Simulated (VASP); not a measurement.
# CdSiN2 (P-4m2) in VASP: notebook, part 2 of 2

VASP 6.6.1.

### Step 3. Single point, r2SCAN (strain -4.0%)

Contents of POSCAR:

```
CdSiN2
1.0
    2.9138425021      0.0000000000      0.0000000000
    0.0000000000      2.9138425021      0.0000000000
    0.0000000000      0.0000000000      4.9078680928
Cd N Si
1 2 1
Direct
    0.0000000000      0.0000000000      0.0000000000
    0.0000000000      0.5000000000      0.3166741853
    0.5000000000      0.0000000000      0.6833258147
    0.5000000000      0.5000000000      0.5000000000
```

Contents of INCAR.step1:

```
PREC     = Accurate       # precision mode
ENCUT    = 660            # plane-wave cutoff, eV
ISMEAR   = 0              # smearing method
SIGMA    = 0.01           # smearing width, eV
LREAL    = False          # projectors in reciprocal space
LASPH    = True           # aspherical terms in the spheres
NELM     = 120            # most SCF steps
NBANDS   = 25             # bands
GGA      = PE             # functional
ALGO     = Normal         # electronic algorithm
EDIFF    = 1E-5           # SCF threshold, eV
LWAVE    = True           # write WAVECAR
LCHARG   = False          # write CHGCAR
GGA_COMPAT= False
```

Contents of INCAR.step2:

```
PREC     = Accurate       # precision mode
ENCUT    = 660            # plane-wave cutoff, eV
EDIFF    = 1E-6           # SCF threshold, eV
ISMEAR   = 0              # smearing method
SIGMA    = 0.01           # smearing width, eV
LREAL    = False          # projectors in reciprocal space
LASPH    = True           # aspherical terms in the spheres
NELM     = 120            # most SCF steps
ALGO     = Normal         # electronic algorithm
ISIF     = 2              # what is computed and relaxed
LWAVE    = False          # write WAVECAR
LCHARG   = True           # write CHGCAR
METAGGA  = R2SCAN         # meta-GGA
LMIXTAU  = True         
LELF     = True           # ELF
LVHAR    = True         
NBANDS   = 25             # bands
ISTART   = 1            
GGA_COMPAT= False
```

Contents of KPOINTS:

```
regular mesh
0
Gamma
  8 8 6
```

Potentials or basis: VASP PAW PBE potentials, release 64 (Cd_sv_GW, N, Si).

On the command line:

```console
> cat potpaw_PBE.64/Cd_sv_GW/POTCAR potpaw_PBE.64/N/POTCAR potpaw_PBE.64/Si/POTCAR > POTCAR
> cp INCAR.step1 INCAR
> mpirun -np 1 vasp_std > vasp.out
> cp INCAR.step2 INCAR
> mpirun -np 1 vasp_std > vasp.out
```

OUTCAR:

```text
PREC = Accurate
   ENCUT = 660
   EDIFF = 1E-6
   ISMEAR = 0
   LREAL = False
   LASPH = True
   NELM = 120
   ISIF = 2
   METAGGA = R2SCAN
   ISTART = 1

 ion  position               nearest neighbor table
   1  0.000  0.000  0.000-   2 2.13   3 2.13   2 2.13   3 2.13
   2  0.000  0.500  0.317-   4 1.71   4 1.71   1 2.13   1 2.13
   3  0.500  0.000  0.683-   4 1.71   4 1.71   1 2.13   1 2.13
   4  0.500  0.500  0.500-   2 1.71   3 1.71   3 1.71   2 1.71

  LATTYP: Found a simple tetragonal cell.
 ALAT       =     2.9138425021
 C/A-ratio  =     1.6843285419

  Lattice vectors:

 A1 = (   2.9138425021,   0.0000000000,   0.0000000000)
 A2 = (   0.0000000000,   2.9138425021,   0.0000000000)
 A3 = (   0.0000000000,   0.0000000000,   4.9078680928)

Analysis of symmetry for initial positions (statically):
=====================================================================
 Subroutine PRICEL returns:
 Original cell was already a primitive cell.

 Routine SETGRP: Setting up the symmetry group for a
 simple tetragonal supercell.
[... 164 lines left out ...]
  ---------------------------------------------------
  ext. energy  EPLUGINS =         0.00000000
  ---------------------------------------------------
  free energy    TOTEN  =       -49.01189761 eV

  energy without entropy =      -49.01189761  energy(sigma->0) =      -49.01189761

 E-fermi :   8.1585     XC(G=0): -12.8831

 val. band max:        8.0914081354   @ k =   0.0000   0.0000   0.0000
 cond. band min:      10.3534556839   @ k =   0.0000   0.0000   0.0000
 fundamental gap:      2.2620475485
 Fermi energy:         8.1584564969

 k-point     1 :       0.0000    0.0000    0.0000
  band No.  band energies     occupation
      1     -96.4454      2.00000
      2     -56.6588      2.00000
      3     -56.6588      2.00000
      4     -56.5005      2.00000
      5     -10.6833      2.00000
      6      -7.3537      2.00000
[... 661 lines left out ...]
     24      21.2944      0.00000
     25      23.3764      0.00000

 [... further k-points ...]
[... 5 lines left out ...]
  --------------------------------------------------------------------------------------
  -------------------------------------------------------------------------------------
  Total        7.7443956      7.7443956      8.4936266      0.0000000      0.0000000      0.0000000
  in kB      297.7646121    297.7646121    326.5718285      0.0000000      0.0000000      0.0000000
  external PRESSURE =     307.3670176 kB  Pullay stress =       0.0000000 kB

 VOLUME and BASIS-vectors are now :
 -----------------------------------------------------------------------------
  energy-cutoff  :      660.00
  volume of cell :       41.67
      direct lattice vectors                 reciprocal lattice vectors
     2.913842502  0.000000000  0.000000000     0.343189448  0.000000000  0.000000000
     0.000000000  2.913842502  0.000000000     0.000000000  0.343189448  0.000000000
     0.000000000  0.000000000  4.907868093     0.000000000  0.000000000  0.203754457

 POSITION                                       TOTAL-FORCE (eV/Angst)
 -----------------------------------------------------------------------------------
      0.00000      0.00000      0.00000        -0.000000     -0.000000      0.000000
      0.00000      1.45692      1.55420         0.000000      0.000000     -0.008961
      1.45692      0.00000      3.35367         0.000000      0.000000      0.008961
      1.45692      1.45692      2.45393         0.000000     -0.000000      0.000000
 -----------------------------------------------------------------------------------
    total drift:                                0.000000      0.000000     -0.000000

  FREE ENERGIE OF THE ION-ELECTRON SYSTEM (eV)
  ---------------------------------------------------
  free  energy   TOTEN  =       -49.0118976118 eV

  energy  without entropy=      -49.0118976118  energy(sigma->0) =      -49.01189761
```

OSZICAR.step1:

```text
N       E                     dE             d eps       ncg     rms          rms(c)
DAV:   1     0.592235733506E+03    0.59224E+03   -0.21104E+04  3056   0.210E+03
DAV:   2     0.312891970086E+02   -0.56095E+03   -0.50676E+03  3040   0.655E+02
DAV:   3    -0.271755646108E+02   -0.58465E+02   -0.57361E+02  4683   0.234E+02
DAV:   4    -0.293035663093E+02   -0.21280E+01   -0.21225E+01  4040   0.483E+01
DAV:   5    -0.294021864384E+02   -0.98620E-01   -0.98607E-01  4399   0.940E+00    0.282E+01
DAV:   6    -0.237012387405E+02    0.57009E+01   -0.10666E+01  4992   0.768E+01    0.264E+01
DAV:   7    -0.238344499672E+02   -0.13321E+00   -0.29227E+00  3880   0.139E+01    0.176E+01
DAV:   8    -0.238576172682E+02   -0.23167E-01   -0.51448E-01  4776   0.119E+01    0.154E+00
DAV:   9    -0.237983165698E+02    0.59301E-01   -0.16212E-01  4951   0.770E+00    0.456E-01
DAV:  10    -0.237984558186E+02   -0.13925E-03   -0.23388E-02  3400   0.126E+00    0.153E-01
DAV:  11    -0.237985459365E+02   -0.90118E-04   -0.12174E-03  4879   0.499E-01    0.655E-02
DAV:  12    -0.237985455123E+02    0.42419E-06   -0.63816E-05  4411   0.178E-01
   1 F= -.23798546E+02 E0= -.23798546E+02  d E =-.863207E-23
```

Run time: 4.3 min. Hardware: 1 thread of Intel Xeon Platinum 8375C at 2.90GHz (Ice Lake), shared host; peak memory 0.25 GiB.

What came out:

| Property | Result |
| --- | --- |
| Free energy | -49.0119 eV |
| Pressure | 30.7 GPa |
| Largest force | 0.009 eV/Å |
| Band gap on the k mesh | 2.26 eV |

Forces on the atoms (eV/Å):
```
Cd   0.000  0.000  0.000
N    0.000  0.000 -0.009
N    0.000  0.000  0.009
Si   0.000  0.000  0.000
```

Stress tensor (GPa, compression positive):
```
29.78  0.00  0.00
 0.00 29.78  0.00
 0.00  0.00 32.66
```

Caveat: the cell differs from its parent crystal (strain -4.0%); the cell stands under pressure; the PAW data sets were made with another functional, which shifts forces and pressure a little. A k mesh can miss the band edges.
